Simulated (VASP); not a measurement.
A run of VASP 6.6.1:

INCAR

```
PREC     = Accurate       # precision mode
ENCUT    = 520            # plane-wave cutoff, eV
EDIFF    = 1E-6           # SCF threshold, eV
ISMEAR   = -1             # smearing method
SIGMA    = 0.1            # smearing width, eV
LREAL    = F              # projectors in reciprocal space
LASPH    = T              # aspherical terms in the spheres
NELM     = 100            # most SCF steps
ALGO     = Normal         # electronic algorithm
ISIF     = 2              # what is computed and relaxed
LWAVE    = F              # write WAVECAR
LCHARG   = F              # write CHGCAR
GGA      = PS             # functional
NBANDS   = 10             # bands
```

KPOINTS

```
Automatic mesh
0
Gamma
  26 26 26
```

The input POSCAR:

```
Co
1.0
    0.0000000000      1.7046286775      1.7046286775
    1.7046286775      0.0000000000      1.7046286775
    1.7046286775      1.7046286775      0.0000000000
Co
1
Direct
    0.0000000000      0.0000000000      0.0000000000
```

Potentials or basis: VASP PAW PBE potentials, release 64 (Co).

Run with:

```sh
$ cat potpaw_PBE.64/Co/POTCAR > POTCAR
$ mpirun -np 1 vasp_std > vasp.out
```

Hardware: 1 thread of Intel(R) Xeon(R) Platinum 8259CL CPU @ 2.50GHz (Skylake/Cascade Lake), with other jobs on the host.

Estimate the wall time of this run.

Wall time 40 s on 1 thread of Intel(R) Xeon(R) Platinum 8259CL CPU @ 2.50GHz (Skylake/Cascade Lake), with other jobs on the host, peak memory 0.16 GiB. Counts: scf iterations 12, k points 511.
